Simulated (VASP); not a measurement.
# Cs in VASP: notebook

Cs is run at these levels: PBEsol; tasks: single point, relaxation of cell and atoms.

Program: VASP 6.6.1. These are calculated values, not measurements. Logs are shortened: lines on timing, memory, paths and dates and some standing lists are left out, and cuts for length are marked.

**1. The cell of the first run**

It takes space group I4/mmm (No. 139, tetragonal). Conventional cell: a = 5.292 Å, b = 5.292 Å, c = 7.804 Å, α = 90.00°, β = 90.00°, γ = 90.00°.

**2. Single point, PBEsol**

INCAR reads:

```
SYSTEM = Cs
PREC     = Accurate       ! precision mode
ENCUT    = 500            ! plane-wave cutoff, eV
EDIFF    = 1E-6           ! SCF threshold, eV
ISMEAR   = 0              ! smearing method
SIGMA    = 0.1            ! smearing width, eV
LREAL    = .FALSE.        ! projectors in reciprocal space
LASPH    = .TRUE.         ! aspherical terms in the spheres
NELM     = 120            ! most SCF steps
ALGO     = Normal         ! electronic algorithm
ISIF     = 2              ! what is computed and relaxed
LWAVE    = .FALSE.        ! write WAVECAR
LCHARG   = .FALSE.        ! write CHGCAR
GGA      = PS             ! functional
NBANDS   = 10             ! bands
GGA_COMPAT= .FALSE.
```

KPOINTS reads:

```
Automatic mesh
0
G
  14 14 14
  0 0 0
```

POSCAR reads:

```
Cs
1.0
   -2.6459422367      2.6459422367      3.9018799316
    2.6459422367     -2.6459422367      3.9018799316
    2.6459422367      2.6459422367     -3.9018799316
Cs
1
Direct
    0.0000000000      0.0000000000      0.0000000000
```

Potentials or basis: VASP PAW PBE potentials, release 64 (Cs_sv).

Run with:

```sh
$ cat potpaw_PBE.64/Cs_sv/POTCAR > POTCAR
$ mpirun -np 1 vasp_std > vasp.out
```

OUTCAR:

```text
SYSTEM = Cs
   PREC = Accurate
   ENCUT = 500
   EDIFF = 1E-6
   ISMEAR = 0
   LREAL = .FALSE.
   LASPH = .TRUE.
   NELM = 120
   ISIF = 2
   GGA = PS

 ion  position               nearest neighbor table
   1  0.000  0.000  0.000-

  LATTYP: Found a body centered tetragonal cell.
 ALAT       =     5.2918844734
 C/A-ratio  =     1.4746655756

  Lattice vectors:

 A1 = (  -2.6459422367,   2.6459422367,   3.9018799316)
 A2 = (   2.6459422367,  -2.6459422367,   3.9018799316)
 A3 = (   2.6459422367,   2.6459422367,  -3.9018799316)

Analysis of symmetry for initial positions (statically):
=====================================================================
 Subroutine PRICEL returns:
 Original cell was already a primitive cell.

 Routine SETGRP: Setting up the symmetry group for a
 body centered tetragonal supercell.

 Subroutine GETGRP returns: Found 16 space group operations
 (whereof 16 operations were pure point group operations)
 out of a pool of 16 trial point group operations.

The static configuration has the point symmetry D_4h.

Analysis of symmetry for dynamics (positions and initial velocities):
=====================================================================
 Subroutine PRICEL returns:
 Original cell was already a primitive cell.

 Routine SETGRP: Setting up the symmetry group for a
 body centered tetragonal supercell.

 Subroutine GETGRP returns: Found 16 space group operations
 (whereof 16 operations were pure point group operations)
 out of a pool of 16 trial point group operations.

The dynamic configuration has the point symmetry D_4h.

 Subroutine INISYM returns: Found 16 space group operations
 (whereof 16 operations are pure point group operations),
 and found     1 'primitive' translations

----------------------------------------------------------------------------------------

                                     Primitive cell

  volume of cell :     109.2684

  direct lattice vectors                    reciprocal lattice vectors
    -2.645942237  2.645942237  3.901879932     0.000000000  0.188968600  0.128143359
     2.645942237 -2.645942237  3.901879932     0.188968600  0.000000000  0.128143359
     2.645942237  2.645942237 -3.901879932     0.188968600  0.188968600  0.000000000

  length of vectors
     5.406171255  5.406171255  5.406171255     0.228319627  0.228319627  0.267241957

  position of ions in fractional coordinates (direct lattice)
     0.000000000  0.000000000  0.000000000

[... 79 lines left out ...]
   IBRION =     -1    ionic relax: 0-MD 1-quasi-New 2-CG
   NFREE  =      0    steps in history (QN), initial steepest desc. (CG)
   ISIF   =      2    stress and relaxation
   ISYM   =      2    0-nonsym 1-usesym 2-fastsym
   POTIM  = 0.5000    time-step for ionic-motion
   TEBEG  =    0.0;   TEEND  =   0.0 temperature during run
   PSTRESS=    0.0 pullay stress
   NELECT =       9.0000    total number of electrons
   NUPDOWN=      -1.0000    fix difference up-down
   EMIN   =  10.00;   EMAX   =-10.00  energy-range for DOS
   EFERMI =   0.00;   METHOD = LEGACY
   ISMEAR =     0;   SIGMA  =   0.10  broadening in eV -4-tet -1-fermi 0-gaus
   EFERMI_NEDOS =   21; number of points for ismear=-14 and -15
   IALGO  =     38    algorithm
   IMIX   =      4    mixing-type and parameters
     AMIX     =   0.40;   BMIX     =  1.00
     AMIX_MAG =   1.60;   BMIX_MAG =  1.00
  volume/ion in A,a.u.               =     109.27       737.38
  Fermi-wavevector in a.u.,A,eV,Ry     =   0.712291  1.346035  6.903031  0.507358
  Thomas-Fermi vector in A             =   1.799628
   LORBIT       =      0    0 simple, 1 ext, 2 COOP (PROOUT), +10 PAW based schemes
   GGA     = PS    functional components
   LHFCALC =     F    Hartree Fock is set to
   AEXX    =    0.0000 exact exchange contribution
   IVDW    =     0    specifies the selected vdW correction
   LEPSILON=     F    determine dielectric tensor
   LRPA    =     F    only Hartree local field effects (RPA)
 non-spin polarized calculation
 Gauss-broadening in eV      SIGMA  =   0.10
  energy-cutoff  :      500.00
  volume of cell :      109.27
 maximum number of plane-waves:      2814
   NGX = 19   NGY = 19   NGZ = 19

 number of electron       9.0000001 magnetization

 Free energy of the ion-electron system (eV)
  ---------------------------------------------------
  ext. energy  EPLUGINS =         0.00000000
  ---------------------------------------------------
  free energy    TOTEN  =        -0.94560452 eV

  energy without entropy =       -0.93949035  energy(sigma->0) =       -0.94254744

 E-fermi :   0.4953     XC(G=0):  -5.6111

 val. band max:        0.4949529763   @ k =   0.5000   0.1429   0.0714
 cond. band min:       0.5025704153   @ k =  -0.2857  -0.4286   0.2143
 fundamental gap:      0.0076174390
 Fermi energy:         0.4952962817

 k-point     1 :       0.0000    0.0000    0.0000
  band No.  band energies     occupation
      1     -23.3113      2.00000
      2     -10.0254      2.00000
      3     -10.0233      2.00000
      4     -10.0233      2.00000
      5      -1.2374      2.00000
      6       2.8914      0.00000
      7       3.0379      0.00000
      8       3.0379      0.00000
      9       3.9793      0.00000
     10       4.2714      0.00000
[... 287 lines left out ...]
 k-point    24 :       0.2857    0.1429    0.0000
  band No.  band energies     occupation
      1     -23.3046      2.00000
      2     -10.1413      2.00000
      3     -10.0649      2.00000
      4     -10.0428      2.00000
      5      -0.0117      2.00000
      6       1.8317      0.00000
      7       2.5459      0.00000
      8       3.1049      0.00000
      9       3.9246      0.00000
     10       4.8764      0.00000

 [... further k-points ...]

------------------------ aborting loop because EDIFF is reached ----------------------------------------

  FORCE on cell =-STRESS in cart. coord.  units (eV):
  Direction    XX          YY          ZZ          XY          YZ          ZX
  --------------------------------------------------------------------------------------
  -------------------------------------------------------------------------------------
  Total       -0.0041732     -0.0041732     -0.0235377      0.0000000     -0.0000000      0.0000000
  in kB       -0.0611903     -0.0611903     -0.3451275      0.0000000     -0.0000000      0.0000000
  external PRESSURE =      -0.1558360 kB  Pullay stress =       0.0000000 kB

 VOLUME and BASIS-vectors are now :
 -----------------------------------------------------------------------------
  energy-cutoff  :      500.00
  volume of cell :      109.27
      direct lattice vectors                 reciprocal lattice vectors
    -2.645942237  2.645942237  3.901879932     0.000000000  0.188968600  0.128143359
     2.645942237 -2.645942237  3.901879932     0.188968600  0.000000000  0.128143359
     2.645942237  2.645942237 -3.901879932     0.188968600  0.188968600  0.000000000

 POSITION                                       TOTAL-FORCE (eV/Angst)
 -----------------------------------------------------------------------------------
      0.00000      0.00000      0.00000        -0.000000      0.000000      0.000000
 -----------------------------------------------------------------------------------
    total drift:                               -0.000000      0.000000     -0.000000

  FREE ENERGIE OF THE ION-ELECTRON SYSTEM (eV)
  ---------------------------------------------------
  free  energy   TOTEN  =        -0.9456045179 eV

  energy  without entropy=       -0.9394903525  energy(sigma->0) =       -0.94254744
```

OSZICAR:

```text
N       E                     dE             d eps       ncg     rms          rms(c)
DAV:   1     0.515198834179E+02    0.51520E+02   -0.29388E+03  4880   0.616E+02
DAV:   2     0.406319127787E+01   -0.47457E+02   -0.46260E+02  6352   0.107E+02
DAV:   3    -0.877088107916E+00   -0.49403E+01   -0.49299E+01  5588   0.401E+01
DAV:   4    -0.945342085880E+00   -0.68254E-01   -0.68242E-01  6486   0.561E+00
DAV:   5    -0.945659618512E+00   -0.31753E-03   -0.31752E-03  6496   0.352E-01    0.128E-01
DAV:   6    -0.945377148825E+00    0.28247E-03   -0.11422E-03  6482   0.163E-01    0.886E-02
DAV:   7    -0.945553429655E+00   -0.17628E-03   -0.28822E-03  6172   0.275E-01    0.325E-02
DAV:   8    -0.945603556270E+00   -0.50127E-04   -0.88744E-05  5682   0.637E-02    0.515E-03
DAV:   9    -0.945604517875E+00   -0.96160E-06   -0.35034E-06  7568   0.974E-03
   1 F= -.94560452E+00 E0= -.94254744E+00  d E =-.611417E-02
```

stdout:

```text
POSCAR found type information on POSCAR Cs
 POSCAR found :  1 types and       1 ions
 scaLAPACK will be used
 -----------------------------------------------------------------------------
|                                                                             |
|                                                                             |
|     You enforced a specific xc type in the INCAR file but a different       |
|     I HOPE YOU KNOW WHAT YOU ARE DOING!                                     |
|                                                                             |
 -----------------------------------------------------------------------------

 LDA part: xc-table for (Slater+PW92), standard interpolation
 POSCAR, INCAR and KPOINTS ok, starting setup
 FFT: planning ... GRIDC
 FFT: planning ... GRID_SOFT
 FFT: planning ... GRID
 WAVECAR not read
 entering main loop
```

Run time: 4.2 min. Hardware: 1 thread of Intel Xeon 8259CL, shared host; peak memory 0.4 GiB.

What came out:

| Property | Result |
| --- | --- |
| Free energy | -0.9456 eV |
| Pressure | 0.0 GPa |
| Band gap on the k mesh | zero (an odd number of electrons rules out a gap without spin polarisation) |

Caveat: the PAW data sets were made with another functional, which shifts forces and pressure a little; spin-orbit coupling is left out, which moves the levels of the heavy elements.

**3. Relaxation of cell and atoms, PBEsol**

This run uses another cell than the first one, of 123.10 Å³/atom.

INCAR reads:

```
SYSTEM = Cs
  PREC = Accurate
  ENCUT = 500
  EDIFF = 1E-7
  ISMEAR = 0
  SIGMA = 0.1
  LREAL = .False.
  LASPH = .True.
  NELM = 120
  ALGO = Normal
  ISIF = 3
  LWAVE = .False.
  LCHARG = .False.
  GGA = PS
  IBRION = 2
  NSW = 100
  EDIFFG = -0.01
  GGA_COMPAT = .False.
  NELMIN = 4
```

KPOINTS reads:

```
regular mesh
0
Gamma
  12 12 12
  0 0 0
```

POSCAR reads:

```
Cs
1.0
    0.0000000000      3.9483357400      3.9483357400
    3.9483357400      0.0000000000      3.9483357400
    3.9483357400      3.9483357400      0.0000000000
Cs
1
Direct
    0.0000000000      0.0000000000      0.0000000000
```

Potentials or basis: VASP PAW PBE potentials, release 64 (Cs_sv).

Run with:

```sh
$ cat potpaw_PBE.64/Cs_sv/POTCAR > POTCAR
$ mpirun -np 1 vasp_std > vasp.out
```

It took 4.5 min on 1 thread of Intel Xeon 8259CL, shared host; peak memory 0.31 GiB.

The run converged. Its results:

- Free energy: -0.9461 eV
- Relaxed volume: 108.47 Å³/atom
- Relaxed cell: a = 5.353 Å, b = 5.353 Å, c = 5.353 Å, α = 60.00°, β = 60.00°, γ = 60.00°
- Space group after relaxing (to 0.1 Å): Fm-3m (No. 225)
- Energy gained by relaxing: 10.1 meV/atom
- Ionic steps: 4
- Pressure after relaxing: 0.0 GPa
- Band gap on the k mesh: zero (an odd number of electrons rules out a gap without spin polarisation)

Step by step:
```
step  energy change (eV)  largest force (eV/Å)  pressure (GPa)  volume (Å³)
   1              0.0000                0.0000           -0.21       123.10
   2             -0.0034                0.0000           -0.18       120.29
   3             -0.0095                0.0000           -0.06       112.10
   4             -0.0101                0.0000            0.01       108.47
```

Final structure:
```
Cs
1.0
     0.00000    3.78528    3.78528
     3.78528    0.00000    3.78528
     3.78528    3.78528    0.00000
Cs
1
Direct
  0.00000 0.00000 0.00000
```

Levels at points of the mesh, in eV from the Fermi level:
```tsv
k point	band 1	band 2	band 3	band 4	band 5	band 6	band 7	band 8
(0.00, 0.00, 0.00)	-23.80	-10.51	-10.51	-10.51	-1.73	2.50	2.50	2.50
(0.50, 0.00, 0.00)	-23.79	-10.67	-10.53	-10.53	-0.04	0.84	2.35	2.35
(0.50, 0.50, 0.00)	-23.79	-10.66	-10.57	-10.57	0.24	1.02	1.54	4.20
```

Caveat: the PAW data sets were made with another functional, which shifts forces and pressure a little; spin-orbit coupling is left out, which moves the levels of the heavy elements.

The gap in the log of VASP goes by the Fermi energy; the results here count the filled bands.